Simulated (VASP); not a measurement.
Write the native input for VASP 6.6.1 that does the following.

```
Task                   : single point
Functional             : PBE
Potentials or basis    : VASP PAW PBE potentials, release 64 (B, Zr_sv, Te)
Cutoff                 : 520 eV
k mesh                 : 5 × 5 × 2, shifted
Occupations            : methfessel-paxton, width 0.0102 eV
Spin                   : no spin polarisation
Dipole correction      : no
Further INCAR settings : ALGO = Normal; EDIFF = 1e-06; NBANDS = 30
```

The structure of ZrBTe lies in POSCAR:

```
ZrBTe
1.0
    3.5303730000      0.0000000000      0.0000000000
    0.0000000000      3.5303730000      0.0000000000
    0.0000000000      0.0000000000      9.1464400000
B Zr Te
2 2 2
Direct
    0.0000000000      0.0000000000      0.0000000000
    0.5000000000      0.5000000000      0.0000000000
    0.0000000000      0.5000000000      0.2300000000
    0.5000000000      0.0000000000      0.7700000000
    0.0000000000      0.5000000000      0.6400000000
    0.5000000000      0.0000000000      0.3600000000
```

These files were run (other wordings do the same):

INCAR

```
SYSTEM = ZrBTe
ALGO = Normal
EDIFF = 1E-6
ENCUT = 520
GGA = PE
ISIF = 2
ISMEAR = 1
LASPH = .True.
LCHARG = .True.
LELF = .True.
LREAL = .False.
LVHAR = .True.
LWAVE = .False.
NBANDS = 30
NELM = 80
PREC = Accurate
SIGMA = 0.0102
```

KPOINTS

```
Automatic mesh
0
Gamma
  5 5 2
  0.5 0.5 0.5
```

Potentials or basis: VASP PAW PBE potentials, release 64 (B, Zr_sv, Te).

Launch:

```bash
$ cat potpaw_PBE.64/B/POTCAR potpaw_PBE.64/Zr_sv/POTCAR potpaw_PBE.64/Te/POTCAR > POTCAR
$ mpirun -np 1 vasp_std > vasp.out
```

It gave:

```
Pressure               : 3.4 GPa
Largest force          : 3.035 eV/Å
Band gap on the k mesh : zero (band 21 reaches 8.55 eV, above the bottom of band 22 at 7.57 eV)
```

Caveat: spin-orbit coupling is left out, which moves the levels of the heavy elements; forces of over 1 eV/Å act on the atoms, so gaps and moduli don't describe the material at rest.

Run time: 46 s on 1 thread of AMD EPYC 7R13, on a shared host, peak memory 0.2 GiB.
